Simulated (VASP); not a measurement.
Here is a VASP 6.6.1 calculation.

INCAR

```
ALGO = Normal
DIPOL = 0.5 0.5 0.294
EDIFF = 1E-6
ENCUT = 520
GGA = PS
IDIPOL = 3
ISIF = 2
ISMEAR = -1
ISPIN = 2
LASPH = T
LCHARG = F
LDIPOL = T
LMAXMIX = 4
LORBIT = 11
LREAL = F
LWAVE = F
MAGMOM = 4
NBANDS = 16
NELM = 150
PREC = Accurate
SIGMA = 0.05
```

KPOINTS

```
k-points
0
Gamma
  10 10 1
```

POSCAR

```
Mn
1.0
    2.6143200000      0.0000000000      0.0000000000
    0.0000000000      2.6143200000      0.0000000000
    0.0000000000      0.0000000000     23.8000000000
Mn
1
Direct
    0.0000000000      0.0000000000      0.2941200000
```

Potentials or basis: VASP PAW PBE potentials, release 64 (Mn_pv).

Run with:

```bash
$ cat potpaw_PBE.64/Mn_pv/POTCAR > POTCAR
$ mpirun -np 1 vasp_std > vasp.out
```

Problem. Predict the net moment.

Solution. 4.32 μB per cell.

Problem. Estimate the site moments.

Solution. Mn +3.89 μB.
